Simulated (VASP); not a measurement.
# TlCl (Pm-3m) in VASP: notebook

Runs on TlCl. Level: LDA. Tasks: vibrations by perturbation theory.

Everything below comes from runs of VASP 6.6.1. Logs are shortened: lines on timing, memory, paths and dates and some standing lists are left out, and cuts for length are marked.

## Step 1: The cell of the first run

The structure is cubic, space group Pm-3m (No. 221). The conventional cell has a = 3.694 Å, b = 3.694 Å, c = 3.694 Å, α = 90.00°, β = 90.00°, γ = 90.00°. Tl (site symmetry m-3m) has 8 Cl at 3.20 Å and 6 Tl at 3.69 Å within 4.2 Å. Cl (site symmetry m-3m) has 8 Tl at 3.20 Å and 6 Cl at 3.69 Å within 4.2 Å.

## Step 2: Vibrations by perturbation theory, LDA

Input file INCAR:

```
SYSTEM = TlCl
PREC = Accurate
ENCUT = 500
EDIFF = 1E-8
ISMEAR = 0
SIGMA = 0.01
LREAL = .FALSE.
LASPH = .TRUE.
NELM = 120
ALGO = Normal
ISIF = 2
LWAVE = .FALSE.
LCHARG = .FALSE.
NBANDS = 17
IBRION = 8
NSW = 1
GGA_COMPAT = .FALSE.
```

Input file KPOINTS:

```
regular mesh
0
G
  6 6 6
  0 0 0
```

Input file POSCAR:

```
TlCl
1.0
    3.6938912535      0.0000000000      0.0000000000
    0.0000000000      3.6938912535      0.0000000000
    0.0000000000      0.0000000000      3.6938912535
Tl Cl
1 1
Direct
    0.0000000000      0.0000000000      0.0000000000
    0.5000000000      0.5000000000      0.5000000000
```

Potentials or basis: VASP PAW LDA potentials, release 64 (Tl_d, Cl).

Run with:

```console
> cat potpaw_LDA.64/Tl_d/POTCAR potpaw_LDA.64/Cl/POTCAR > POTCAR
> mpirun -np 1 vasp_std > vasp.out
```

OUTCAR:

```text
SYSTEM = TlCl
   PREC = Accurate
   ENCUT = 500
   EDIFF = 1E-8
   ISMEAR = 0
   LREAL = .FALSE.
   LASPH = .TRUE.
   NELM = 120
   ISIF = 2
   IBRION = 8
   NSW = 1

 ion  position               nearest neighbor table
   1  0.000  0.000  0.000-   2 3.20   2 3.20   2 3.20   2 3.20   2 3.20   2 3.20   2 3.20   2 3.20

   2  0.500  0.500  0.500-   1 3.20   1 3.20   1 3.20   1 3.20   1 3.20   1 3.20   1 3.20   1 3.20

  LATTYP: Found a simple cubic cell.
 ALAT       =     3.6938912535

  Lattice vectors:

 A1 = (   3.6938912535,   0.0000000000,   0.0000000000)
 A2 = (   0.0000000000,   3.6938912535,   0.0000000000)
 A3 = (   0.0000000000,   0.0000000000,   3.6938912535)

Analysis of symmetry for initial positions (statically):
=====================================================================
 Subroutine PRICEL returns:
 Original cell was already a primitive cell.

 Routine SETGRP: Setting up the symmetry group for a
 simple cubic supercell.

 Subroutine GETGRP returns: Found 48 space group operations
 (whereof 48 operations were pure point group operations)
 out of a pool of 48 trial point group operations.

The static configuration has the point symmetry O_h .

Analysis of symmetry for dynamics (positions and initial velocities):
=====================================================================
 Subroutine PRICEL returns:
 Original cell was already a primitive cell.

 Routine SETGRP: Setting up the symmetry group for a
 simple cubic supercell.

 Subroutine GETGRP returns: Found 48 space group operations
 (whereof 48 operations were pure point group operations)
 out of a pool of 48 trial point group operations.

The dynamic configuration has the point symmetry O_h .

 Subroutine INISYM returns: Found 48 space group operations
 (whereof 48 operations are pure point group operations),
 and found     1 'primitive' translations

----------------------------------------------------------------------------------------

                                     Primitive cell
[... 553 lines left out ...]

 VOLUME and BASIS-vectors are now :
 -----------------------------------------------------------------------------
  energy-cutoff  :      500.00
  volume of cell :       50.40
      direct lattice vectors                 reciprocal lattice vectors
     3.693891253  0.000000000  0.000000000     0.270717228  0.000000000  0.000000000
     0.000000000  3.693891253  0.000000000     0.000000000  0.270717228  0.000000000
     0.000000000  0.000000000  3.693891253     0.000000000  0.000000000  0.270717228

 POSITION                                       TOTAL-FORCE (eV/Angst)
 -----------------------------------------------------------------------------------
      0.00000      0.00000      0.00000         0.000000      0.000000      0.000000
      1.84695      1.84695      1.84695         0.000000      0.000000      0.000000
 -----------------------------------------------------------------------------------
    total drift:                               -0.000000      0.000000      0.000000

  FREE ENERGIE OF THE ION-ELECTRON SYSTEM (eV)
  ---------------------------------------------------
  free  energy   TOTEN  =        -7.0055871194 eV

  energy  without entropy=       -7.0055871194  energy(sigma->0) =       -7.00558712

[... ionic steps 2 to 3 ...]

--------------------------------------- Ionic step        4  -------------------------------------------

------------------------ aborting loop because EDIFF is reached ----------------------------------------

[... ionic steps 5 to 6 ...]

--------------------------------------- Ionic step        7  -------------------------------------------

 Free energy of the ion-electron system (eV)
  ---------------------------------------------------
  ---------------------------------------------------
  free energy    TOTEN  =        -0.19021536 eV

  energy without entropy =       -0.19021536

------------------------ aborting loop because EDIFF is reached ----------------------------------------

 INTERNAL STRAIN TENSOR  FOR ION    2  DIRECTION 1   (eV/Angst):
 -----------------------------------------------------------------------------
    -0.01170  0.00000 -0.00000
    -0.00000  0.01195 -0.00000
     0.00000 -0.00000  0.01195

 INTERNAL STRAIN TENSOR FOR ION    2 for displacements in x,y,z  (eV/Angst):
          X           Y           Z          XY          YZ          ZX
  --------------------------------------------------------------------------------
  x     0.00000     0.00000     0.00000     0.00000     0.00000     0.00000
  y     0.00000     0.00000     0.00000     0.00000     0.00000     0.00000
  z     0.00000     0.00000     0.00000     0.00000     0.00000     0.00000

 SECOND DERIVATIVES (NOT SYMMETRIZED)
 ------------------------------------
               1X          1Y          1Z          2X          2Y          2Z
  1X    -0.467903    0.000000   -0.000000    0.467903   -0.000000    0.000000
  1Y     0.000000   -0.467903    0.000000   -0.000000    0.467903   -0.000000
  1Z     0.000000    0.000000   -0.467903   -0.000000   -0.000000    0.467903
  2X     0.449410   -0.000000    0.000000   -0.449410    0.000000   -0.000000
  2Y     0.000000    0.449410    0.000000   -0.000000   -0.449410   -0.000000
  2Z    -0.000000    0.000000    0.449410    0.000000   -0.000000   -0.449410

 Eigenvectors and eigenvalues of the dynamical matrix
 ----------------------------------------------------

   1 f  =    1.912533 THz    12.016801 2PiTHz   63.795245 cm-1     7.909599 meV
             X         Y         Z           dx          dy          dz
      0.000000  0.000000  0.000000    -0.391168   -0.000000   -0.000000
      1.846946  1.846946  1.846946     0.920319    0.000000   -0.000000
[... 21 lines left out ...]
   6 f/i=    0.013882 THz     0.087220 2PiTHz    0.463038 cm-1     0.057409 meV
             X         Y         Z           dx          dy          dz
      0.000000  0.000000  0.000000    -0.001700   -0.095078   -0.915393
      1.846946  1.846946  1.846946    -0.000722   -0.040412   -0.389075

--------------------------------------------------------------------------------------------------------

 ELASTIC MODULI CONTR FROM IONIC RELAXATION (kBar)
 Direction    XX          YY          ZZ          XY          YZ          ZX
 --------------------------------------------------------------------------------
 XX           0.0000      0.0000      0.0000      0.0000      0.0000      0.0000
 YY           0.0000      0.0000      0.0000      0.0000      0.0000      0.0000
 ZZ           0.0000      0.0000      0.0000      0.0000      0.0000      0.0000
 XY           0.0000      0.0000      0.0000      0.0000      0.0000      0.0000
 YZ           0.0000      0.0000      0.0000      0.0000      0.0000      0.0000
 ZX           0.0000      0.0000      0.0000      0.0000      0.0000      0.0000
 --------------------------------------------------------------------------------
```

OSZICAR:

```text
N       E                     dE             d eps       ncg     rms          rms(c)
DAV:   1     0.978859609574E+02    0.97886E+02   -0.98867E+03   688   0.101E+03
DAV:   2    -0.385447392510E+01   -0.10174E+03   -0.98864E+02   818   0.232E+02
DAV:   3    -0.727531213456E+01   -0.34208E+01   -0.34094E+01   810   0.385E+01
DAV:   4    -0.729871716572E+01   -0.23405E-01   -0.23402E-01   909   0.364E+00
[... 36 lines left out ...]
RMM:   5    -0.190217533331E+00    0.48003E-06   -0.18163E-06  2239   0.728E-03    0.266E-03
RMM:   6    -0.190215131705E+00    0.24016E-05   -0.14484E-07  2299   0.113E-03    0.160E-03
RMM:   7    -0.190216405736E+00   -0.12740E-05   -0.13227E-07  2249   0.734E-04    0.436E-04
RMM:   8    -0.190215364311E+00    0.10414E-05   -0.12364E-07  2403   0.315E-04    0.142E-04
RMM:   9    -0.190215364442E+00   -0.13052E-09   -0.44505E-08  2458   0.251E-04    0.158E-05
 Linear response finished
```

Wall time 51 s (1 thread of Intel Xeon Platinum 8488C (Sapphire Rapids), shared host); peak memory 0.21 GiB.

Results:

| Quantity | Value |
| --- | --- |
| Highest phonon frequency at Γ, LO-TO splitting left out | 64 cm⁻¹ |

Phonon frequencies in cm⁻¹ (negative: imaginary):
```tsv
q point	frequencies
(0.000, 0.000, 0.000)	0 0 0 64 64 64
```

Caveat: spin-orbit coupling is left out, which moves the levels of the heavy elements.

## Step 3: Vibrations by perturbation theory, LDA

INCAR: that of step 2 with these lines changed.

```diff
@@ -13,5 +13,6 @@
 LCHARG = .FALSE.
-NBANDS = 17
+GGA = CA
 IBRION = 8
 NSW = 1
+LEPSILON = .TRUE.
 GGA_COMPAT = .FALSE.
```

KPOINTS is that of step 2.

POSCAR is that of step 2.

Potentials or basis: VASP PAW LDA potentials, release 64 (Tl_d, Cl).

Run with:

```console
> cat potpaw_LDA.64/Tl_d/POTCAR potpaw_LDA.64/Cl/POTCAR > POTCAR
> mpirun -np 1 vasp_std > vasp.out
```

OUTCAR:

```text
SYSTEM = TlCl
   PREC = Accurate
   ENCUT = 500
   EDIFF = 1E-8
   ISMEAR = 0
   LREAL = .FALSE.
   LASPH = .TRUE.
   NELM = 120
   ISIF = 2
   GGA = CA
   IBRION = 8
   NSW = 1
   LEPSILON = .TRUE.

 ion  position               nearest neighbor table
   1  0.000  0.000  0.000-   2 3.20   2 3.20   2 3.20   2 3.20   2 3.20   2 3.20   2 3.20   2 3.20

   2  0.500  0.500  0.500-   1 3.20   1 3.20   1 3.20   1 3.20   1 3.20   1 3.20   1 3.20   1 3.20

  LATTYP: Found a simple cubic cell.
 ALAT       =     3.6938912535

  Lattice vectors:

 A1 = (   3.6938912535,   0.0000000000,   0.0000000000)
 A2 = (   0.0000000000,   3.6938912535,   0.0000000000)
 A3 = (   0.0000000000,   0.0000000000,   3.6938912535)

Analysis of symmetry for initial positions (statically):
=====================================================================
 Subroutine PRICEL returns:
 Original cell was already a primitive cell.
[... 634 lines left out ...]

 SECOND DERIVATIVES (NOT SYMMETRIZED)
 ------------------------------------
               1X          1Y          1Z          2X          2Y          2Z
  1X    -0.467495    0.000000   -0.000000    0.467495   -0.000000    0.000000
  1Y     0.000000   -0.467495    0.000000   -0.000000    0.467495    0.000000
  1Z     0.000000   -0.000000   -0.467495    0.000000    0.000000    0.467495
  2X     0.450730   -0.000000   -0.000000   -0.450730    0.000000    0.000000
  2Y    -0.000000    0.450730   -0.000000    0.000000   -0.450730    0.000000
  2Z    -0.000000   -0.000000    0.450730    0.000000    0.000000   -0.450730

 Eigenvectors and eigenvalues of the dynamical matrix
 ----------------------------------------------------

   1 f  =    1.914775 THz    12.030885 2PiTHz   63.870015 cm-1     7.918869 meV
             X         Y         Z           dx          dy          dz
      0.000000  0.000000  0.000000     0.390530   -0.000000    0.000000
      1.846946  1.846946  1.846946    -0.920590    0.000000    0.000000
[... 21 lines left out ...]
   6 f/i=    0.012570 THz     0.078978 2PiTHz    0.419281 cm-1     0.051984 meV
             X         Y         Z           dx          dy          dz
      0.000000  0.000000  0.000000     0.441896   -0.807598   -0.000000
      1.846946  1.846946  1.846946     0.187460   -0.342597    0.000000

--------------------------------------------------------------------------------------------------------

 MACROSCOPIC STATIC DIELECTRIC TENSOR IONIC CONTRIBUTION
 ------------------------------------------------------
          36.578046    -0.000000     0.000000
          -0.000000    36.578046     0.000000
           0.000000     0.000000    36.578046
 ------------------------------------------------------

 ELASTIC MODULI CONTR FROM IONIC RELAXATION (kBar)
 Direction    XX          YY          ZZ          XY          YZ          ZX
 --------------------------------------------------------------------------------
 XX           0.0000      0.0000      0.0000      0.0000      0.0000      0.0000
 YY           0.0000      0.0000      0.0000      0.0000      0.0000      0.0000
 ZZ           0.0000      0.0000      0.0000      0.0000      0.0000      0.0000
 XY           0.0000      0.0000      0.0000      0.0000      0.0000      0.0000
 YZ           0.0000      0.0000      0.0000      0.0000      0.0000      0.0000
 ZX           0.0000      0.0000      0.0000      0.0000      0.0000      0.0000
 --------------------------------------------------------------------------------

 PIEZOELECTRIC TENSOR IONIC CONTR  for field in x, y, z        (C/m^2)
          XX          YY          ZZ          XY          YZ          ZX
  --------------------------------------------------------------------------------
  x     0.00000     0.00000     0.00000     0.00000     0.00000     0.00000
  y     0.00000     0.00000     0.00000     0.00000     0.00000     0.00000
  z     0.00000     0.00000     0.00000     0.00000     0.00000     0.00000
```

OSZICAR:

```text
N       E                     dE             d eps       ncg     rms          rms(c)
DAV:   1     0.100677712068E+03    0.10068E+03   -0.10116E+04   568   0.124E+03
DAV:   2    -0.358529641515E+01   -0.10426E+03   -0.10153E+03   704   0.261E+02
DAV:   3    -0.727242393437E+01   -0.36871E+01   -0.36830E+01   620   0.459E+01
DAV:   4    -0.729864860126E+01   -0.26225E-01   -0.26224E-01   686   0.459E+00
[... 158 lines left out ...]
RMM:   7    -0.190214961157E+00   -0.41260E-06   -0.45101E-09  1762   0.505E-04    0.342E-04
RMM:   8    -0.190215147920E+00   -0.18676E-06    0.65855E-10  1727   0.149E-04    0.111E-04
RMM:   9    -0.190215297194E+00   -0.14927E-06    0.97292E-09  1754   0.802E-05    0.948E-06
RMM:  10    -0.190215262265E+00    0.34929E-07    0.42454E-09  1806   0.129E-05    0.342E-06
RMM:  11    -0.190215254932E+00    0.73323E-08   -0.19402E-09  1038   0.205E-06    0.987E-07
 Linear response finished
```

Wall time 99 s (1 thread of Intel Xeon Platinum 8488C (Sapphire Rapids), shared host); peak memory 0.21 GiB.

Results:

```yaml
Electronic_dielectric_tensor_diagonal: 6.77
Born_charges_mean_of_the_diagonal: Tl +2.16; Cl -2.16 e
Highest_phonon_frequency_at_Γ_LO-TO_splitting_left_out: 64 cm⁻¹
```

Phonon frequencies in cm⁻¹ (negative: imaginary):
```
              q point     frequencies
(0.000, 0.000, 0.000)  0 0 0 64 64 64
```

Electronic dielectric tensor:
```
6.77 0.00 0.00
0.00 6.77 0.00
0.00 0.00 6.77
```

Born effective charge tensors (e):
atom 1, Tl
```
2.16 0.00 0.00
0.00 2.16 0.00
0.00 0.00 2.16
```
atom 2, Cl
```
-2.16  0.00  0.00
 0.00 -2.16  0.00
 0.00  0.00 -2.16
```

Caveat: spin-orbit coupling is left out, which moves the levels of the heavy elements.

(Part 1 of 3 ends here.)
